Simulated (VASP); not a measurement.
A run of VASP 6.6.1:

Contents of INCAR:

```
SYSTEM = ZnSe
PREC     = Accurate       ! precision mode
ENCUT    = 520            ! plane-wave cutoff, eV
EDIFF    = 1E-6           ! SCF threshold, eV
ISMEAR   = -1             ! smearing method
SIGMA    = 0.05           ! smearing width, eV
LREAL    = .FALSE.        ! projectors in reciprocal space
LASPH    = .TRUE.         ! aspherical terms in the spheres
NELM     = 80             ! most SCF steps
ALGO     = Normal         ! electronic algorithm
ISIF     = 2              ! what is computed and relaxed
LWAVE    = .FALSE.        ! write WAVECAR
LCHARG   = .FALSE.        ! write CHGCAR
GGA      = PS             ! functional
NBANDS   = 16             ! bands
```

KPOINTS

```
regular mesh
0
G
  8 8 8
  0 0 0
```

Contents of POSCAR:

```
ZnSe
1.0
    0.0000000000      2.8168669607      2.8168669607
    2.8168669607      0.0000000000      2.8168669607
    2.8168669607      2.8168669607      0.0000000000
Se Zn
1 1
Direct
    0.7500000000      0.7500000000      0.7500000000
    0.0000000000      0.0000000000      0.0000000000
```

Potentials or basis: VASP PAW PBE potentials, release 64 (Se, Zn).

Launch:

```bash
$ cat potpaw_PBE.64/Se/POTCAR potpaw_PBE.64/Zn/POTCAR > POTCAR
$ mpirun -np 1 vasp_std > vasp.out
```

Hardware: 1 thread of Intel(R) Xeon(R) 6975P-C (Granite Rapids) (shared host).

Q: Estimate the wall time of this run.

A: Run time: 21 s on 1 thread of Intel(R) Xeon(R) 6975P-C (Granite Rapids), on a shared host, peak memory 0.17 GiB. Counts: scf iterations 12, k points 29.
